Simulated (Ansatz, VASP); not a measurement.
**AlN: VASP beside Ansatz**

```
Al N
1.0
     0.00000    2.18399    2.18399
     2.18399    0.00000    2.18399
     2.18399    2.18399    0.00000
Al N
1 1
Cartesian
  0.0000 0.0000 0.0000
  3.1260 3.2760 3.1260
```

Alike in both runs: task single point; functional r2SCAN; k mesh 10 × 10 × 10; occupations gaussian, width 0.05 eV; no spin polarisation.

```csv
,VASP,Ansatz
version,VASP 6.6.1,Ansatz 0.2.0
potentials or method,"VASP PAW PBE potentials, release 64 (Al, N), cutoff 520 eV","scalar-relativistic, plane waves, PAW"
valence electrons in the cell,8,8
```

```tsv
	VASP	Ansatz	Ansatz less VASP
gap on the k mesh at the Fermi level (eV)	3.37	3.38	+0.008
least direct gap on the mesh (eV)	4.26	4.23	-0.035
pressure (GPa)	5.8	6.1	+0.29
traceless stress, the component that is largest in VASP (GPa)	-11.71	-11.43	+0.285
rms of the force components (eV/Å)	2.169	2.137	-0.0316
```

VASP's potentials were made for PBE, not for r2SCAN. Atom by atom the forces differ by 0.032 eV/Å (rms over components). The functional is the same, so the differences come from potentials, cutoffs and numerics.
